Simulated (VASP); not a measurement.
Here is a VASP 6.6.1 calculation.

The input POSCAR:

```
GaSb
1.0
    0.0000000000      2.8844848726      2.8844848726
    2.8844848726      0.0000000000      2.8844848726
    2.8844848726      2.8844848726      0.0000000000
Ga Sb
1 1
Direct
    0.0000000000      0.0000000000      0.0000000000
    0.7500000000      0.7500000000      0.7500000000
```

File INCAR.step1:

```
SYSTEM = GaSb
PREC     = Accurate       ! precision mode
ENCUT    = 520            ! plane-wave cutoff, eV
ISMEAR   = 0              ! smearing method
SIGMA    = 0.01           ! smearing width, eV
LREAL    = .FALSE.        ! projectors in reciprocal space
LASPH    = .TRUE.         ! aspherical terms in the spheres
NELM     = 100            ! most SCF steps
NBANDS   = 16             ! bands
GGA      = PE             ! functional
ALGO     = Normal         ! electronic algorithm
EDIFF    = 1E-4           ! SCF threshold, eV
LWAVE    = .TRUE.         ! write WAVECAR
LCHARG   = .FALSE.        ! write CHGCAR
```

The input INCAR.step2:

```
SYSTEM = GaSb
PREC     = Accurate       ! precision mode
ENCUT    = 520            ! plane-wave cutoff, eV
EDIFF    = 1E-6           ! SCF threshold, eV
ISMEAR   = 0              ! smearing method
SIGMA    = 0.01           ! smearing width, eV
LREAL    = .FALSE.        ! projectors in reciprocal space
LASPH    = .TRUE.         ! aspherical terms in the spheres
NELM     = 100            ! most SCF steps
ALGO     = Normal         ! electronic algorithm
ISIF     = 2              ! what is computed and relaxed
LWAVE    = .FALSE.        ! write WAVECAR
LCHARG   = .FALSE.        ! write CHGCAR
METAGGA  = R2SCAN         ! meta-GGA
LMIXTAU  = .TRUE.       
NBANDS   = 16             ! bands
ISTART   = 1
```

Contents of KPOINTS:

```
regular mesh
0
G
  8 8 8
  0 0 0
```

Potentials or basis: VASP PAW PBE potentials, release 64 (Ga_d, Sb).

Launch:

```sh
$ cat potpaw_PBE.64/Ga_d/POTCAR potpaw_PBE.64/Sb/POTCAR > POTCAR
$ cp INCAR.step1 INCAR
$ mpirun -np 1 vasp_std > vasp.out
$ cp INCAR.step2 INCAR
$ mpirun -np 1 vasp_std > vasp.out
```

(1) What does it give for the pressure?

(2) Estimate the band gap on the k mesh.

Results:

(1) 15.1 GPa.

(2) 0.79 eV (least direct gap 1.87 eV).

Caveat: the cell stands under pressure; semilocal functionals underestimate gaps, and a narrow one can read as zero; the PAW data sets were made with another functional, which shifts forces and pressure a little; spin-orbit coupling is left out, which moves the levels of the heavy elements.
